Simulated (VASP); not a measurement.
Input of a VASP 6.6.1 run:

The input INCAR:

```
SYSTEM = P
ALGO     = Normal         ! electronic algorithm
EDIFF    = 1E-6           ! SCF threshold, eV
EDIFFG   = -0.01          ! ionic threshold
ENCUT    = 600            ! plane-wave cutoff, eV
GGA      = PE             ! functional
IBRION   = 2              ! ionic algorithm
ISIF     = 3              ! what is computed and relaxed
ISMEAR   = 0              ! smearing method
LASPH    = .True.         ! aspherical terms in the spheres
LCHARG   = .False.        ! write CHGCAR
LREAL    = .False.        ! projectors in reciprocal space
LWAVE    = .False.        ! write WAVECAR
NELM     = 80             ! most SCF steps
NSW      = 100            ! ionic steps
PREC     = Accurate       ! precision mode
SIGMA    = 0.1            ! smearing width, eV
```

KPOINTS

```
k-points
0
Gamma
  34 34 34
  0 0 0
```

File POSCAR:

```
P
1.0
   -1.1565459531      1.1565459531      3.9506593274
    1.1565459531     -1.1565459531      3.9506593274
    1.1565459531      1.1565459531     -3.9506593274
P
1
Direct
    0.0000000000      0.0000000000      0.0000000000
```

Potentials or basis: VASP PAW PBE potentials, release 64 (P).

Command:

```sh
$ cat potpaw_PBE.64/P/POTCAR > POTCAR
$ mpirun -np 1 vasp_std > vasp.out
```

What does it give for the space group after relaxing (to 0.1 Å)?

I4/mmm (No. 139).

Estimate the relaxed cell.

a = 4.267 Å, b = 4.267 Å, c = 4.267 Å, α = 148.91°, β = 148.91°, γ = 44.55°.

What does it give for the relaxed volume?

20.65 Å³/atom.

What does it give for the band gap on the k mesh?

Zero (an odd number of electrons rules out a gap without spin polarisation).

Final structure:
```
P
1.0
    -1.14352    1.14352    3.94835
     1.14352   -1.14352    3.94835
     1.14352    1.14352   -3.94835
P
1
Direct
  0.00000 0.00000 0.00000
```

Caveat: an odd number of electrons without spin polarisation forces a metal; a magnetic or distorted state may lie lower.
